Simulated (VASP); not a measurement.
# LiHF2 (C2/m) in VASP: a series of runs

Runs on LiHF2. Level: r2SCAN. Tasks: single point.

Everything below comes from runs of VASP 6.6.1. Logs are shortened: lines on timing, memory, paths and dates and some standing lists are left out, and cuts for length are marked.

### 1 The cell of the first run

The typed cell holds 4 atoms: a = 2.935 Å, b = 2.935 Å, c = 5.524 Å, α = 122.06°, β = 122.06°, γ = 60.00°.

### 2 Single point, r2SCAN

Contents of POSCAR:

```
LiHF2
1.0
    2.5291182365     -1.4676188111     -0.2569609561
    2.5291182365      1.4676188111     -0.2569609561
   -2.9271974690      0.0000000000      4.6845778531
Li H F
1 1 2
Direct
    0.0000000000      0.0000000000      0.0000000000
    0.0000000000      0.0000000000      0.5000000000
    0.1734003524      0.1734003524      0.7597943795
    0.8265996476      0.8265996476      0.2402056205
```

Contents of INCAR.step1:

```
ALGO = Normal ; EDIFF = 1E-4
ENCUT = 520 ; GGA = PE
ISMEAR = 0 ; LASPH = T
LCHARG = F ; LREAL = F
LWAVE = T ; NBANDS = 17
NELM = 60 ; PREC = Accurate
SIGMA = 0.01
```

Contents of INCAR.step2:

```
ALGO = Normal ; EDIFF = 1E-6
ENCUT = 520 ; ISIF = 2
ISMEAR = 0 ; ISTART = 1
LASPH = T ; LCHARG = F
LMIXTAU = T ; LREAL = F
LWAVE = F ; METAGGA = R2SCAN
NBANDS = 17 ; NELM = 60
PREC = Accurate ; SIGMA = 0.01
```

Contents of KPOINTS:

```
k-points
0
Gamma
  6 6 4
```

Potentials or basis: VASP PAW PBE potentials, release 64 (Li_sv, H, F).

Launch:

```
$ cat potpaw_PBE.64/Li_sv/POTCAR potpaw_PBE.64/H/POTCAR potpaw_PBE.64/F/POTCAR > POTCAR
$ cp INCAR.step1 INCAR
$ mpirun -np 1 vasp_std > vasp.out
$ cp INCAR.step2 INCAR
$ mpirun -np 1 vasp_std > vasp.out
```

OUTCAR:

```text
EDIFF = 1E-6
   ENCUT = 520
   ISIF = 2
   ISMEAR = 0
   ISTART = 1
   LASPH = T
   LREAL = F
   METAGGA = R2SCAN
   NELM = 60
   PREC = Accurate

 ion  position               nearest neighbor table
   1  0.000  0.000  0.000-   4 1.99   4 1.99   3 1.99   3 1.99   3 1.99   4 1.99
   2  0.000  0.000  0.500-   3 1.13   4 1.13
   3  0.173  0.173  0.760-   2 1.13   1 1.99   1 1.99   1 1.99
   4  0.827  0.827  0.240-   2 1.13   1 1.99   1 1.99   1 1.99

  Warning from LATTYP: Got some problem with cell dimensions!
  Tried to take original basis but could not verify dimensions!
  LATTYP: Found a base centered monoclinic cell.
 ALAT       =     5.0842769347
 B/A-ratio  =     0.5773166293
 C/A-ratio  =     0.9211843121
 COS(beta)  =    -0.3626628454

  Lattice vectors:

 A1 = (  -2.5291182365,   1.4676188111,   0.2569609561)
 A2 = (  -2.5291182365,  -1.4676188111,   0.2569609561)
 A3 = (   2.1310390040,   0.0000000000,   4.1706559409)

Analysis of symmetry for initial positions (statically):
=====================================================================
 Subroutine PRICEL returns:
 Original cell was already a primitive cell.

 Routine SETGRP: Setting up the symmetry group for a
 base centered monoclinic supercell.

 Subroutine GETGRP returns: Found  4 space group operations
 (whereof  4 operations were pure point group operations)
 out of a pool of  4 trial point group operations.

The static configuration has the point symmetry C_2h.

Analysis of symmetry for dynamics (positions and initial velocities):
=====================================================================
 Subroutine PRICEL returns:
 Original cell was already a primitive cell.

 Routine SETGRP: Setting up the symmetry group for a
 base centered monoclinic supercell.

 Subroutine GETGRP returns: Found  4 space group operations
 (whereof  4 operations were pure point group operations)
 out of a pool of  4 trial point group operations.

The dynamic configuration has the point symmetry C_2h.

 Subroutine INISYM returns: Found  4 space group operations
 (whereof  4 operations are pure point group operations),
 and found     1 'primitive' translations

----------------------------------------------------------------------------------------

                                     Primitive cell

[... 93 lines left out ...]
   NELM   =     60;   NELMIN=  2; NELMDL=  0     # of ELM steps
   EDIFF  = 0.1E-05   stopping-criterion for ELM
   LREAL  =      F    real-space projection
   EDIFFG = 0.1E-04   stopping-criterion for IOM
   NSW    =      0    number of steps for IOM
   IBRION =     -1    ionic relax: 0-MD 1-quasi-New 2-CG
   NFREE  =      0    steps in history (QN), initial steepest desc. (CG)
   ISIF   =      2    stress and relaxation
   ISYM   =      2    0-nonsym 1-usesym 2-fastsym
   POTIM  = 0.5000    time-step for ionic-motion
   TEBEG  =    0.0;   TEEND  =   0.0 temperature during run
   PSTRESS=    0.0 pullay stress
   NELECT =      18.0000    total number of electrons
   NUPDOWN=      -1.0000    fix difference up-down
   EMIN   =  10.00;   EMAX   =-10.00  energy-range for DOS
   EFERMI =   0.00;   METHOD = LEGACY
   ISMEAR =     0;   SIGMA  =   0.01  broadening in eV -4-tet -1-fermi 0-gaus
   EFERMI_NEDOS =   21; number of points for ismear=-14 and -15
   IALGO  =     38    algorithm
   IMIX   =      4    mixing-type and parameters
     AMIX     =   0.40;   BMIX     =  1.00
     AMIX_MAG =   1.60;   BMIX_MAG =  1.00
  volume/ion in A,a.u.               =       8.14        54.95
  Fermi-wavevector in a.u.,A,eV,Ry     =   1.343487  2.538821 24.557919  1.804956
  Thomas-Fermi vector in A             =   2.471557
   LORBIT       =      0    0 simple, 1 ext, 2 COOP (PROOUT), +10 PAW based schemes
   METAGGA = R2SCAN    functional components
   LHFCALC =     F    Hartree Fock is set to
   AEXX    =    0.0000 exact exchange contribution
   IVDW    =     0    specifies the selected vdW correction
   LEPSILON=     F    determine dielectric tensor
   LRPA    =     F    only Hartree local field effects (RPA)
 non-spin polarized calculation
 Gauss-broadening in eV      SIGMA  =   0.01
  energy-cutoff  :      520.00
  volume of cell :       32.57
 maximum number of plane-waves:       904
 NGX is ok and might be reduce to    24
   NGX = 11   NGY = 11   NGZ = 21

 number of electron      17.9999995 magnetization

 Free energy of the ion-electron system (eV)
  ---------------------------------------------------
  ext. energy  EPLUGINS =         0.00000000
  ---------------------------------------------------
  free energy    TOTEN  =       -21.93262393 eV

  energy without entropy =      -21.93262393  energy(sigma->0) =      -21.93262393

 E-fermi :  -3.2221     XC(G=0):  -9.8039

 val. band max:       -3.2773251073   @ k =   0.0000   0.0000   0.5000
 cond. band min:       5.9935855112   @ k =   0.0000   0.0000   0.0000
 fundamental gap:      9.2709106185
 Fermi energy:        -3.2220726325

 k-point     1 :       0.0000    0.0000    0.0000
  band No.  band energies     occupation
      1     -44.8756      2.00000
      2     -25.5571      2.00000
      3     -24.0724      2.00000
      4      -9.1246      2.00000
      5      -3.6943      2.00000
      6      -3.6942      2.00000
[... 457 lines left out ...]
      4      -8.4860      2.00000
      5      -5.1206      2.00000
      6      -4.2859      2.00000
[... 9 lines left out ...]
     16      18.4575      0.00000
     17      21.7514      0.00000

 [... further k-points ...]

------------------------ aborting loop because EDIFF is reached ----------------------------------------

  FORCE on cell =-STRESS in cart. coord.  units (eV):
  Direction    XX          YY          ZZ          XY          YZ          ZX
  --------------------------------------------------------------------------------------
  -------------------------------------------------------------------------------------
  Total        0.0252344      0.0476159      0.2108359      0.0000000      0.0000000      0.0114919
  in kB        1.2413836      2.3424230     10.3718939      0.0000000      0.0000000      0.5653327
  external PRESSURE =       4.6519002 kB  Pullay stress =       0.0000000 kB

 VOLUME and BASIS-vectors are now :
 -----------------------------------------------------------------------------
  energy-cutoff  :      520.00
  volume of cell :       32.57
      direct lattice vectors                 reciprocal lattice vectors
     2.529118237 -1.467618811 -0.256960956     0.211099257 -0.340687920  0.131907128
     2.529118237  1.467618811 -0.256960956     0.211099257  0.340687920  0.131907128
    -2.927197469  0.000000000  4.684577853     0.023158658  0.000000000  0.227937286

 POSITION                                       TOTAL-FORCE (eV/Angst)
 -----------------------------------------------------------------------------------
      0.00000      0.00000      0.00000         0.000000      0.000000      0.000000
     -1.46360      0.00000      2.34229         0.000000      0.000000      0.000000
     -1.34697      0.00000      3.47020         0.007817      0.000000      0.073208
      3.47801      0.00000      0.70045        -0.007817      0.000000     -0.073208
 -----------------------------------------------------------------------------------
    total drift:                               -0.000000      0.000000      0.000000

  FREE ENERGIE OF THE ION-ELECTRON SYSTEM (eV)
  ---------------------------------------------------
  free  energy   TOTEN  =       -21.9326239252 eV

  energy  without entropy=      -21.9326239252  energy(sigma->0) =      -21.93262393
```

OSZICAR.step1:

```text
N       E                     dE             d eps       ncg     rms          rms(c)
DAV:   1     0.787941306104E+02    0.78794E+02   -0.96301E+03  1630   0.106E+03
DAV:   2    -0.157878123043E+02   -0.94582E+02   -0.92295E+02  2111   0.250E+02
DAV:   3    -0.192531366142E+02   -0.34653E+01   -0.34493E+01  1884   0.431E+01
DAV:   4    -0.193439792347E+02   -0.90843E-01   -0.90741E-01  1911   0.747E+00
DAV:   5    -0.193462827804E+02   -0.23035E-02   -0.23034E-02  1872   0.101E+00    0.653E+00
DAV:   6    -0.182099955680E+02    0.11363E+01   -0.22903E+00  1625   0.136E+01    0.207E+00
DAV:   7    -0.181842974243E+02    0.25698E-01   -0.10159E-01  2052   0.276E+00    0.131E+00
DAV:   8    -0.181853278573E+02   -0.10304E-02   -0.42476E-02  1888   0.211E+00    0.162E-01
DAV:   9    -0.181864698572E+02   -0.11420E-02   -0.46156E-03  1833   0.561E-01    0.821E-02
DAV:  10    -0.181868375212E+02   -0.36766E-03   -0.29329E-04  1681   0.179E-01    0.239E-02
DAV:  11    -0.181868945275E+02   -0.57006E-04   -0.76305E-05  1322   0.729E-02
   1 F= -.18186895E+02 E0= -.18186895E+02  d E =-.154890E-59
```

It took 60 s on 1 thread of Intel Xeon Platinum 8375C at 2.90GHz (Ice Lake), shared host; peak memory 0.17 GiB.

What came out:

```yaml
Free_energy: -21.9326 eV
Largest_force: 0.074 eV/Å
Band_gap_on_the_k_mesh: 9.27 eV (least direct gap 9.48 eV)
```

Forces in eV/Å, atoms in the order of the input:
```
Li   0.000  0.000  0.000
H    0.000  0.000  0.000
F    0.008  0.000  0.073
F   -0.008  0.000 -0.073
```

Caveat: the k points lie up to 0.44 Å⁻¹ apart; the cutoff is under 1.25 times the usual one of these potentials, so pressure, stress and relaxed cells hold a basis-set (Pulay) error; the PAW data sets were made with another functional, which shifts forces and pressure a little. A k mesh can miss the band edges.

### 3 Single point, r2SCAN

POSCAR is that of step 2.

Contents of INCAR.step1:

```
SYSTEM = LiHF2
ALGO = Normal ; EDIFF = 1E-4
ENCUT = 520 ; GGA = PE
ISMEAR = 0 ; LASPH = .True.
LCHARG = .False. ; LREAL = .False.
LWAVE = .True. ; NBANDS = 17
NELM = 100 ; PREC = Accurate
SIGMA = 0.01
```

Contents of INCAR.step2:

```
SYSTEM = LiHF2
ALGO = Normal ; EDIFF = 1E-7
ENCUT = 520 ; ISIF = 2
ISMEAR = 0 ; ISTART = 1
LASPH = .True. ; LCHARG = .False.
LMIXTAU = .True. ; LREAL = .False.
LWAVE = .False. ; METAGGA = R2SCAN
NBANDS = 17 ; NELM = 100
PREC = Accurate ; SIGMA = 0.01
```

Contents of KPOINTS:

```
k-points
0
Gamma
  6 6 4
  0 0 0
```

Potentials or basis: VASP PAW PBE potentials, release 64 (Li_sv, H, F).

Launch:

```
$ cat potpaw_PBE.64/Li_sv/POTCAR potpaw_PBE.64/H/POTCAR potpaw_PBE.64/F/POTCAR > POTCAR
$ cp INCAR.step1 INCAR
$ mpirun -np 1 vasp_std > vasp.out
$ cp INCAR.step2 INCAR
$ mpirun -np 1 vasp_std > vasp.out
```

Run time: 73 s. Hardware: 1 thread of Intel Xeon Platinum 8375C at 2.90GHz (Ice Lake), shared host; peak memory 0.17 GiB.

Results (log left out):

```yaml
Free_energy: -21.9326 eV
Largest_force: 0.075 eV/Å
Band_gap_on_the_k_mesh: 9.27 eV (least direct gap 9.48 eV)
```

Forces on the atoms (eV/Å):
```
Li   0.000  0.000  0.000
H    0.000  0.000  0.000
F    0.008  0.000  0.074
F   -0.008  0.000 -0.074
```

Levels at points of the mesh, in eV from the valence-band top:
| k point | band 5 | band 6 | band 7 | band 8 | band 9 | band 10 | band 11 | band 12 | band 13 | band 14 |
| --- | --- | --- | --- | --- | --- | --- | --- | --- | --- | --- |
| (0.00, 0.00, 0.00) | -0.42 | -0.42 | -0.21 | -0.21 | -0.21 | 9.27 | 14.31 | 18.54 | 19.74 | 22.05 |
| (0.50, 0.00, 0.00) | -2.60 | -1.56 | -1.19 | -1.00 | -0.16 | 14.70 | 15.37 | 15.58 | 17.59 | 20.30 |
| (0.50, 0.50, 0.00) | -2.60 | -1.56 | -1.19 | -1.00 | -0.16 | 14.70 | 15.37 | 15.58 | 17.59 | 20.29 |
| (0.00, 0.00, 0.50) | -1.74 | -0.61 | -0.61 | 0.00 | 0.00 | 10.16 | 13.77 | 17.27 | 21.55 | 21.55 |
| (0.50, 0.00, 0.50) | -2.50 | -1.49 | -0.75 | -0.65 | -0.46 | 12.87 | 14.81 | 17.80 | 19.60 | 19.62 |
| (0.50, 0.50, 0.50) | -2.50 | -1.50 | -0.75 | -0.65 | -0.46 | 12.87 | 14.81 | 17.81 | 19.59 | 19.62 |

Caveat: the k points lie up to 0.44 Å⁻¹ apart; the cutoff is under 1.25 times the usual one of these potentials, so pressure, stress and relaxed cells hold a basis-set (Pulay) error; the PAW data sets were made with another functional, which shifts forces and pressure a little.
